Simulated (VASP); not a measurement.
Runs of VASP 6.6.1 on WS2. The structure is that of space group P6_3/mmc (No. 194), or close to it. The cells are those of the table. 

```csv
cell,gap on the mesh (eV),pressure (GPa),largest force (eV/Å)
"a = 3.170, b = 3.170, c = 12.366 Å, angles 90.0, 90.0, 120.0°, 6 atoms",(c),3.5,0.20
"a = 3.170, b = 3.170, c = 12.616 Å, angles 90.0, 90.0, 120.0°, 6 atoms",(b),3.0,0.20
"a = 3.170, b = 3.170, c = 12.241 Å, angles 90.0, 90.0, 120.0°, 6 atoms",0.96,3.8,0.20
"a = 3.170, b = 3.170, c = 12.866 Å, angles 90.0, 90.0, 120.0°, 6 atoms",1.21,(a),0.20
"a = 3.170, b = 3.170, c = 12.741 Å, angles 90.0, 90.0, 120.0°, 6 atoms",1.16,2.8,0.20
"a = 3.170, b = 3.170, c = 11.991 Å, angles 90.0, 90.0, 120.0°, 6 atoms",0.85,4.6,0.21
"a = 3.170, b = 3.170, c = 12.116 Å, angles 90.0, 90.0, 120.0°, 6 atoms",0.91,4.2,0.21
```

Alike in all rows: task single point; level PBE; potentials or basis VASP PAW PBE potentials, release 64 (W_sv, S); no spin polarisation; k mesh 12 × 12 × 2; cutoff (eV) 500; smearing fermi-dirac 0.02 eV.

Question: Estimate the missing entries.

Answer: (a) 2.7; (b) 1.11; (c) 1.01.

Caveats: spin-orbit coupling is left out, which moves the levels of the heavy elements; this functional lacks dispersion, which binds the layers, so the pressure and a relaxed spacing across them are unreliable.

A k mesh can miss the band edges, and the runs leave out spin-orbit coupling on W.
